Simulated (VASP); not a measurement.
Here is a VASP 6.6.1 calculation.

The input POSCAR:

```
GaN
1.0
    3.1402553500      0.0000000000      0.0000000000
   -1.5701276700      2.7195409100      0.0000000000
    0.0000000000      0.0000000000      5.1138172400
Ga N
2 2
Direct
    0.3333333300      0.6666666700     -0.0008901400
    0.6666666700      0.3333333300      0.4991098600
    0.3333333300      0.6666666700      0.3758901400
    0.6666666700      0.3333333300      0.8758901400
```

Contents of INCAR.step1:

```
SYSTEM = GaN
PREC = Accurate ; ENCUT = 520
ISMEAR = -1 ; SIGMA = 0.02
LREAL = .FALSE. ; LASPH = .TRUE.
NELM = 60 ; GGA = PE
ALGO = Normal ; EDIFF = 1E-4
LWAVE = .TRUE. ; LCHARG = .FALSE.
```

File INCAR.step2:

```
SYSTEM = GaN
PREC = Accurate ; ENCUT = 520
EDIFF = 1E-6 ; ISMEAR = -1
SIGMA = 0.02 ; LREAL = .FALSE.
LASPH = .TRUE. ; NELM = 60
ALGO = Normal ; ISIF = 2
LWAVE = .FALSE. ; LCHARG = .FALSE.
METAGGA = R2SCAN ; LMIXTAU = .TRUE.
IBRION = 2 ; NSW = 50
EDIFFG = -0.01 ; ISTART = 1
```

The input KPOINTS:

```
Automatic mesh
0
G
  12 12 6
  0 0 0
```

Potentials or basis: VASP PAW PBE potentials, release 64 (Ga_d, N).

The run is started by

```bash
$ cat potpaw_PBE.64/Ga_d/POTCAR potpaw_PBE.64/N/POTCAR > POTCAR
$ cp INCAR.step1 INCAR
$ mpirun -np 1 vasp_std > vasp.out
$ cp INCAR.step2 INCAR
$ mpirun -np 1 vasp_std > vasp.out
```

Estimate the band gap on the k mesh.

2.62 eV.

What does it give for the energy gained by relaxing?

0.0 meV/atom.

Stress tensor (GPa, compression positive):
```
10.00  0.00  0.00
 0.00 10.00  0.00
 0.00  0.00  9.92
```

Caveat: the PAW data sets were made with another functional, which shifts forces and pressure a little. r2SCAN opens gaps a little over a GGA but as a rule still falls short of measured ones.
